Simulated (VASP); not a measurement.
# InSb2 (R-3m) in VASP: single point with PBE

Aim: the single point of InSb2 with PBE.

Program: VASP 6.6.1. These are calculated values, not measurements. Logs are shortened: lines on timing, memory, paths and dates and some standing lists are left out, and cuts for length are marked.

## 1. The cell of the first run

Symmetry: R-3m, No. 166, trigonal system. The conventional cell has a = 5.985 Å, b = 5.985 Å, c = 18.094 Å, α = 90.00°, β = 90.00°, γ = 120.00°. Within 4.8 Å of In (site symmetry 3m) lie 12 Sb at 3.52 to 4.05 Å and 4 In at 3.69 to 4.73 Å. Sb (site symmetry 2/m) has 6 Sb at 2.99 to 3.48 Å and 6 In at 3.81 to 4.05 Å within 4.1 Å. Sb (site symmetry -3m) has 6 Sb at 3.48 Å and 6 In at 3.52 Å within 4.6 Å.

The cell was built from a structure type or drawn by symmetry, and may not be a known phase.

## 2. Single point, PBE

INCAR

```
PREC = Accurate ; ENCUT = 520
EDIFF = 1E-6 ; ISMEAR = 0
SIGMA = 0.1 ; LREAL = False
LASPH = True ; NELM = 60
ALGO = Normal ; ISIF = 2
LWAVE = False ; LCHARG = False
GGA = PE ; NBANDS = 32
```

KPOINTS

```
Automatic mesh
0
Gamma
  3 3 3
```

POSCAR

```
InSb2
1.0
    2.9923166180      1.7276148049      6.0314653396
   -2.9923166180      1.7276148049      6.0314653396
    0.0000000000     -3.4552296098      6.0314653396
In Sb
2 4
Direct
    0.1307571093      0.1307571093      0.1307571093
    0.8692428907      0.8692428907      0.8692428907
    0.5000000000      0.5000000000      0.0000000000
    0.0000000000      0.5000000000      0.5000000000
    0.5000000000      0.0000000000      0.5000000000
    0.5000000000      0.5000000000      0.5000000000
```

Potentials or basis: VASP PAW PBE potentials, release 64 (In_d, Sb).

Started as:

```sh
$ cat potpaw_PBE.64/In_d/POTCAR potpaw_PBE.64/Sb/POTCAR > POTCAR
$ mpirun -np 1 vasp_std > vasp.out
```

OUTCAR:

```text
PREC = Accurate
   ENCUT = 520
   EDIFF = 1E-6
   ISMEAR = 0
   LREAL = False
   LASPH = True
   NELM = 60
   ISIF = 2
   GGA = PE

 ion  position               nearest neighbor table
   1  0.131  0.131  0.131-   6 3.52   6 3.52   6 3.52   2 3.69   2 3.69   2 3.69   4 3.81   5 3.81
                             5 3.81   4 3.81   3 3.81   3 3.81
   2  0.869  0.869  0.869-   6 3.52   6 3.52   6 3.52   1 3.69   1 3.69   1 3.69   4 3.81   5 3.81
                             4 3.81   5 3.81   3 3.81   3 3.81
   3  0.500  0.500  0.000-   4 2.99   5 2.99   5 2.99   4 2.99   6 3.48   6 3.48   2 3.81   1 3.81
                             2 3.81   1 3.81
   4  0.000  0.500  0.500-   3 2.99   3 2.99   5 2.99   5 2.99   6 3.48   6 3.48   1 3.81   2 3.81
                             1 3.81   2 3.81
   5  0.500  0.000  0.500-   3 2.99   3 2.99   4 2.99   4 2.99   6 3.48   6 3.48   2 3.81   1 3.81
                             2 3.81   1 3.81
   6  0.500  0.500  0.500-   3 3.48   3 3.48   5 3.48   4 3.48   5 3.48   4 3.48   2 3.52   1 3.52
                             2 3.52   1 3.52   2 3.52   1 3.52

  LATTYP: Found a trigonal (rhomboedric) cell.
 ALAT       =     6.9510564520
 COS(alpha) =     0.6293675389

  Lattice vectors:

 A1 = (   2.9923166180,   1.7276148049,   6.0314653396)
 A2 = (  -2.9923166180,   1.7276148049,   6.0314653396)
 A3 = (   0.0000000000,  -3.4552296098,   6.0314653396)

Analysis of symmetry for initial positions (statically):
=====================================================================
 Subroutine PRICEL returns:
 Original cell was already a primitive cell.

 Routine SETGRP: Setting up the symmetry group for a
 trigonal (rhombohedral) supercell.

 Subroutine GETGRP returns: Found 12 space group operations
 (whereof 12 operations were pure point group operations)
 out of a pool of 12 trial point group operations.

The static configuration has the point symmetry D_3d.

Analysis of symmetry for dynamics (positions and initial velocities):
=====================================================================
 Subroutine PRICEL returns:
 Original cell was already a primitive cell.

 Routine SETGRP: Setting up the symmetry group for a
 trigonal (rhombohedral) supercell.

 Subroutine GETGRP returns: Found 12 space group operations
 (whereof 12 operations were pure point group operations)
 out of a pool of 12 trial point group operations.

The dynamic configuration has the point symmetry D_3d.

 Subroutine INISYM returns: Found 12 space group operations
 (whereof 12 operations are pure point group operations),
 and found     1 'primitive' translations

----------------------------------------------------------------------------------------

                                     Primitive cell

  volume of cell :     187.0805

  direct lattice vectors                    reciprocal lattice vectors
     2.992316618  1.727614805  6.031465340     0.167094617  0.096472122  0.055265730
    -2.992316618  1.727614805  6.031465340    -0.167094617  0.096472122  0.055265730
     0.000000000 -3.455229610  6.031465340     0.000000000 -0.192944245  0.055265730

  length of vectors
     6.951056452  6.951056452  6.951056452     0.200703220  0.200703220  0.200703220

  position of ions in fractional coordinates (direct lattice)
     0.130757109  0.130757109  0.130757109
     0.869242891  0.869242891  0.869242891
     0.500000000  0.500000000  1.000000000
     0.000000000  0.500000000  0.500000000
     0.500000000  0.000000000  0.500000000
     0.500000000  0.500000000  0.500000000

  ion indices of the primitive-cell ions
   primitive index   ion index
                 1           1
                 2           2
                 3           3
                 4           4
                 5           5
                 6           6

----------------------------------------------------------------------------------------

 KPOINTS: Automatic mesh

Automatic generation of k-mesh.
 Grid dimensions read from file:
 generate k-points for:    3    3    3

 Generating k-lattice:

  Cartesian coordinates                     Fractional coordinates (reciprocal lattice)
     0.055698206  0.032157374  0.018421910     0.333333333  0.000000000  0.000000000
    -0.055698206  0.032157374  0.018421910     0.000000000  0.333333333  0.000000000
     0.000000000 -0.064314748  0.018421910     0.000000000  0.000000000  0.333333333

  Length of vectors
     0.066901073  0.066901073  0.066901073

  Shift w.r.t. Gamma in fractional coordinates (k-lattice)
     0.000000000  0.000000000  0.000000000

 Subroutine IBZKPT returns following result:
 ===========================================

 Found      6 irreducible k-points:

 Following reciprocal coordinates:
            Coordinates               Weight
  0.000000  0.000000  0.000000      1.000000
  0.333333 -0.000000  0.000000      6.000000
  0.333333  0.333333  0.000000      6.000000
 -0.333333  0.333333  0.000000      6.000000
  0.333333  0.333333  0.333333      2.000000
 -0.333333  0.333333  0.333333      6.000000
   k-points           NKPTS =      6   k-points in BZ     NKDIM =      6   number of bands    NBANDS=     32
   number of dos      NEDOS =    301   number of ions     NIONS =      6
   total plane-waves  NPLWV = 157464
   dimension x,y,z NGX =    54 NGY =   54 NGZ =   54
   dimension x,y,z NGXF=   108 NGYF=  108 NGZF=  108
   ions per type =               2   4
   NGX,Y,Z   is equivalent  to a cutoff of  12.91, 12.91, 12.91 a.u.
   NGXF,Y,Z  is equivalent  to a cutoff of  25.83, 25.83, 25.83 a.u.
 SYSTEM =  unknown system
   PREC   = accura    normal or accurate (medium, high low for compatibility)
   ISTART =      0    job   : 0-new  1-cont  2-samecut
   ICHARG =      2    charge: 1-file 2-atom 10-const
   ISPIN  =      1    spin polarized calculation?
   LNONCOLLINEAR =      F non collinear calculations
   LSORBIT =      F    spin-orbit coupling
   LASPH  =      T    aspherical Exc in radial PAW
   ENCUT  =  520.0 eV  38.22 Ry    6.18 a.u.  12.92 12.92 12.92*2*pi/ulx,y,z
   NELM   =     60;   NELMIN=  2; NELMDL= -5     # of ELM steps
   EDIFF  = 0.1E-05   stopping-criterion for ELM
   LREAL  =      F    real-space projection
   EDIFFG = 0.1E-04   stopping-criterion for IOM
   NSW    =      0    number of steps for IOM
   IBRION =     -1    ionic relax: 0-MD 1-quasi-New 2-CG
   NFREE  =      0    steps in history (QN), initial steepest desc. (CG)
   ISIF   =      2    stress and relaxation
   ISYM   =      2    0-nonsym 1-usesym 2-fastsym
   POTIM  = 0.5000    time-step for ionic-motion
   TEBEG  =    0.0;   TEEND  =   0.0 temperature during run
   PSTRESS=    0.0 pullay stress
   NELECT =      46.0000    total number of electrons
   NUPDOWN=      -1.0000    fix difference up-down
   EMIN   =  10.00;   EMAX   =-10.00  energy-range for DOS
   EFERMI =   0.00;   METHOD = LEGACY
   ISMEAR =     0;   SIGMA  =   0.10  broadening in eV -4-tet -1-fermi 0-gaus
   EFERMI_NEDOS =   21; number of points for ismear=-14 and -15
   IALGO  =     38    algorithm
   IMIX   =      4    mixing-type and parameters
     AMIX     =   0.40;   BMIX     =  1.00
     AMIX_MAG =   1.60;   BMIX_MAG =  1.00
  volume/ion in A,a.u.               =      31.18       210.41
  Fermi-wavevector in a.u.,A,eV,Ry     =   1.025616  1.938132 14.311795  1.051887
  Thomas-Fermi vector in A             =   2.159465
   LORBIT       =      0    0 simple, 1 ext, 2 COOP (PROOUT), +10 PAW based schemes
   GGA     = PE    functional components
   LHFCALC =     F    Hartree Fock is set to
   AEXX    =    0.0000 exact exchange contribution
   IVDW    =     0    specifies the selected vdW correction
   LEPSILON=     F    determine dielectric tensor
   LRPA    =     F    only Hartree local field effects (RPA)
 non-spin polarized calculation
 Gauss-broadening in eV      SIGMA  =   0.10
  energy-cutoff  :      520.00
  volume of cell :      187.08
 maximum number of plane-waves:      5046
 NGX is ok and might be reduce to    54
   NGX = 25   NGY = 25   NGZ = 25

 number of electron      45.9999999 magnetization

 Free energy of the ion-electron system (eV)
  ---------------------------------------------------
  ext. energy  EPLUGINS =         0.00000000
  ---------------------------------------------------
  free energy    TOTEN  =       -20.43197887 eV

  energy without entropy =      -20.40081670  energy(sigma->0) =      -20.41639779

 E-fermi :   6.5511     XC(G=0):  -9.4528

 val. band max:        6.5330036820   @ k =   0.3333   0.3333   0.3333
 cond. band min:       6.5926558085   @ k =   0.3333   0.3333   0.3333
 fundamental gap:      0.0596521265
 Fermi energy:         6.5510583644

 k-point     1 :       0.0000    0.0000    0.0000
  band No.  band energies     occupation
      1      -8.0280      2.00000
      2      -8.0280      2.00000
      3      -8.0154      2.00000
      4      -8.0154      2.00000
      5      -8.0134      2.00000
      6      -8.0011      2.00000
[... 24 lines left out ...]
     31      11.3741      0.00000
     32      11.3810      0.00000

 k-point     2 :       0.3333   -0.0000    0.0000
  band No.  band energies     occupation
      1      -8.0303      2.00000
      2      -8.0291      2.00000
      3      -8.0252      2.00000
      4      -8.0054      2.00000
      5      -8.0052      2.00000
      6      -7.9836      2.00000
[... 24 lines left out ...]
     31      10.0225      0.00000
     32      10.9445      0.00000

 k-point     3 :       0.3333    0.3333    0.0000
  band No.  band energies     occupation
      1      -8.0311      2.00000
      2      -8.0294      2.00000
      3      -8.0254      2.00000
      4      -8.0042      2.00000
      5      -8.0040      2.00000
      6      -7.9854      2.00000
[... 24 lines left out ...]
     31      10.0377      0.00000
     32      10.8015      0.00000

 k-point     4 :      -0.3333    0.3333    0.0000
  band No.  band energies     occupation
      1      -8.0360      2.00000
      2      -8.0293      2.00000
      3      -8.0264      2.00000
      4      -7.9972      2.00000
      5      -7.9955      2.00000
      6      -7.9829      2.00000
[... 24 lines left out ...]
     31       9.5769      0.00000
     32      10.5842      0.00000

 k-point     5 :       0.3333    0.3333    0.3333
  band No.  band energies     occupation
      1      -8.0290      2.00000
      2      -8.0290      2.00000
      3      -8.0141      2.00000
      4      -8.0141      2.00000
      5      -8.0100      2.00000
      6      -8.0042      2.00000
[... 24 lines left out ...]
     31      10.9369      0.00000
     32      11.0035      0.00000

 k-point     6 :      -0.3333    0.3333    0.3333
  band No.  band energies     occupation
      1      -8.0345      2.00000
      2      -8.0302      2.00000
      3      -8.0209      2.00000
      4      -8.0044      2.00000
      5      -8.0028      2.00000
      6      -7.9862      2.00000
[... 24 lines left out ...]
     31      10.0152      0.00000
     32      10.5777      0.00000

------------------------ aborting loop because EDIFF is reached ----------------------------------------

  FORCE on cell =-STRESS in cart. coord.  units (eV):
  Direction    XX          YY          ZZ          XY          YZ          ZX
  --------------------------------------------------------------------------------------
  -------------------------------------------------------------------------------------
  Total       -0.1152576     -0.1152576      0.0302992      0.0000000     -0.0000000      0.0000000
  in kB       -0.9870784     -0.9870784      0.2594852      0.0000000     -0.0000000      0.0000000
  external PRESSURE =      -0.5715572 kB  Pullay stress =       0.0000000 kB

 VOLUME and BASIS-vectors are now :
 -----------------------------------------------------------------------------
  energy-cutoff  :      520.00
  volume of cell :      187.08
      direct lattice vectors                 reciprocal lattice vectors
     2.992316618  1.727614805  6.031465340     0.167094617  0.096472122  0.055265730
    -2.992316618  1.727614805  6.031465340    -0.167094617  0.096472122  0.055265730
     0.000000000 -3.455229610  6.031465340     0.000000000 -0.192944245  0.055265730

 POSITION                                       TOTAL-FORCE (eV/Angst)
 -----------------------------------------------------------------------------------
      0.00000      0.00000      2.36597         0.000000      0.000000     -0.032234
      0.00000      0.00000     15.72843         0.000000     -0.000000      0.032234
      0.00000      1.72761      6.03147         0.000000      0.000000     -0.000000
     -1.49616     -0.86381      6.03147         0.000000      0.000000     -0.000000
      1.49616     -0.86381      6.03147        -0.000000      0.000000     -0.000000
      0.00000      0.00000      9.04720        -0.000000      0.000000     -0.000000
 -----------------------------------------------------------------------------------
    total drift:                                0.000000      0.000000      0.000000

  FREE ENERGIE OF THE ION-ELECTRON SYSTEM (eV)
  ---------------------------------------------------
  free  energy   TOTEN  =       -20.4319788736 eV

  energy  without entropy=      -20.4008166992  energy(sigma->0) =      -20.41639779
```

Run time: 40 s. Hardware: 1 thread of Intel Xeon Platinum 8488C (Sapphire Rapids), shared host; peak memory 0.38 GiB.

Results:

```yaml
Free_energy: -20.4320 eV
Pressure: -0.1 GPa
Largest_force: 0.032 eV/Å
Band_gap_on_the_k_mesh: zero (bands 23 and 24 overlap by 0.16 eV)
```

Forces in eV/Å, atoms in the order of the input:
```
In   0.000  0.000 -0.032
In   0.000  0.000  0.032
Sb   0.000  0.000  0.000
Sb   0.000  0.000  0.000
Sb   0.000  0.000  0.000
Sb   0.000  0.000  0.000
```

Stress tensor (GPa, compression positive):
```
-0.10  0.00  0.00
 0.00 -0.10  0.00
 0.00  0.00  0.03
```

Caveat: the k points lie up to 0.42 Å⁻¹ apart; semilocal functionals underestimate gaps, so a narrow gap can read as zero; spin-orbit coupling is left out, which moves the levels of the heavy elements.
